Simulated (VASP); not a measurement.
Here is a VASP 6.6.1 calculation.

INCAR

```
PREC = Accurate
ENCUT = 520
EDIFF = 1E-6
ISMEAR = -1
SIGMA = 0.02
LREAL = F
LASPH = T
NELM = 60
ALGO = Normal
ISIF = 2
LWAVE = F
LCHARG = F
GGA = PE
IBRION = 2
NSW = 80
EDIFFG = -0.02
```

File KPOINTS:

```
Automatic mesh
0
Gamma
  7 7 7
```

The input POSCAR:

```
TiO2
1.0
   -1.8921000000      1.8921000000      4.7573000000
    1.8921000000     -1.8921000000      4.7573000000
    1.8921000000      1.8921000000     -4.7573000000
Ti O
2 4
Direct
    0.0000000000      0.0000000000      0.0000000000
    0.7500000000      0.2500000000      0.5000000000
    0.2081000000      0.2081000000      0.0000000000
    0.9581000000      0.4581000000      0.5000000000
    0.5419000000      0.0419000000      0.5000000000
    0.7919000000      0.7919000000      0.0000000000
```

Potentials or basis: VASP PAW PBE potentials, release 64 (Ti_sv, O).

Run with:

```console
$ cat potpaw_PBE.64/Ti_sv/POTCAR potpaw_PBE.64/O/POTCAR > POTCAR
$ mpirun -np 1 vasp_std > vasp.out
```

Problem. Estimate the band gap on the k mesh.

Solution. 2.07 eV (least direct gap 2.44 eV).

Problem. Estimate the energy gained by relaxing.

Solution. 0.3 meV/atom.

Final structure:
```
CELL_PARAMETERS angstrom
-1.89210 1.89210 4.75730
1.89210 -1.89210 4.75730
1.89210 1.89210 -4.75730
ATOMIC_POSITIONS crystal
Ti 0.00000 0.00000 0.00000
Ti 0.75000 0.25000 0.50000
O 0.20893 0.20893 0.00000
O 0.95893 0.45893 0.50000
O 0.54107 0.04107 0.50000
O 0.79107 0.79107 0.00000
```

A k mesh can miss the band edges. Expect the measured gap to be larger: semilocal functionals such as PBE lack the derivative discontinuity.
